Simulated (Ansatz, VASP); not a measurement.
One calculation of ZnF2, two programs

Contents of POSCAR:

```
ZnF2
1.0
    4.6084562516      0.0000000000      0.0000000000
    0.0000000000      4.6084562516      0.0000000000
    0.0000000000      0.0000000000      3.0648032879
Zn F
2 4
Direct
    0.5000000000      0.5000000000      0.5000000000
    0.0000000000      0.0000000000      0.0000000000
    0.6976009747      0.6976009747      0.0000000000
    0.8023990253      0.1976009747      0.5000000000
    0.3023990253      0.3023990253      0.0000000000
    0.1976009747      0.8023990253      0.5000000000
```

INCAR.step1

```
SYSTEM = ZnF2
  PREC = Accurate
  ENCUT = 580
  ISMEAR = 0
  SIGMA = 0.02
  LREAL = .False.
  LASPH = .True.
  NELM = 120
  GGA = PE
  ALGO = Normal
  EDIFF = 1E-5
  LWAVE = .True.
  LCHARG = .False.
  GGA_COMPAT = .False.
  IBRION = 2
  EDIFFG = -0.01
  NELMIN = 4
  NSW = 100
  KPAR = 4
```

The input INCAR.step2:

```
SYSTEM = ZnF2
  PREC = Accurate
  ENCUT = 580
  EDIFF = 1E-7
  ISMEAR = 0
  SIGMA = 0.02
  LREAL = .False.
  LASPH = .True.
  NELM = 120
  ALGO = Normal
  ISIF = 2
  LWAVE = .False.
  LCHARG = .False.
  METAGGA = R2SCAN
  LMIXTAU = .True.
  IBRION = 2
  NSW = 60
  EDIFFG = -0.008
  ISTART = 1
  GGA_COMPAT = .False.
  NELMIN = 4
  KPAR = 4
```

Contents of KPOINTS:

```
regular mesh
0
Gamma
  6 6 8
  0 0 0
```

Input for Ansatz:

```yaml
crystal:
  lattice:
    - [4.6084562516, 0.0, 0.0]
    - [0.0, 4.6084562516, 0.0]
    - [0.0, 0.0, 3.0648032879]
  atoms:
    - { symbol: Zn, position: [0.5, 0.5, 0.5] }
    - { symbol: Zn, position: [0.0, 0.0, 0.0] }
    - { symbol: F, position: [0.6976009747, 0.6976009747, 0.0] }
    - { symbol: F, position: [0.8023990253, 0.1976009747, 0.5] }
    - { symbol: F, position: [0.3023990253, 0.3023990253, 0.0] }
    - { symbol: F, position: [0.1976009747, 0.8023990253, 0.5] }
basis:
  ecutwfc: 500
kpoints:
  mp_grid: { grid: [6, 6, 8] }
hamiltonian:
  xc: r2scan
scf:
  occupations: { method: gaussian, width: 0.02 }
output:
  forces: true
  stress: true
  eigenvalues: true
relax:
  adjacent_minimum: "off"
  f_tol: 0.008
  max_steps: 40
```

Change from the starting cell: equal strain along all axes, cell held, atoms relaxed: -2.0 %.

Alike in both runs: task relaxation of the atoms; functional r2SCAN; k mesh 6 × 6 × 8; occupations gaussian, width 0.02 eV; no spin polarisation.

```csv
,VASP,Ansatz
version,VASP 6.6.1,Ansatz 0.2.0
potentials or method,"VASP PAW PBE potentials, release 64 (Zn, F), cutoff 580 eV","scalar-relativistic, plane waves, PAW"
valence electrons in the cell,52,52
```

|  | VASP | Ansatz | Ansatz less VASP |
| --- | --- | --- | --- |
| gap on the k mesh at the Fermi level, each at its own relaxed structure (eV) | 4.28 | 4.35 | +0.073 |

VASP's potentials were made for PBE, not for r2SCAN. Ansatz's warnings: stress scf threshold loose.
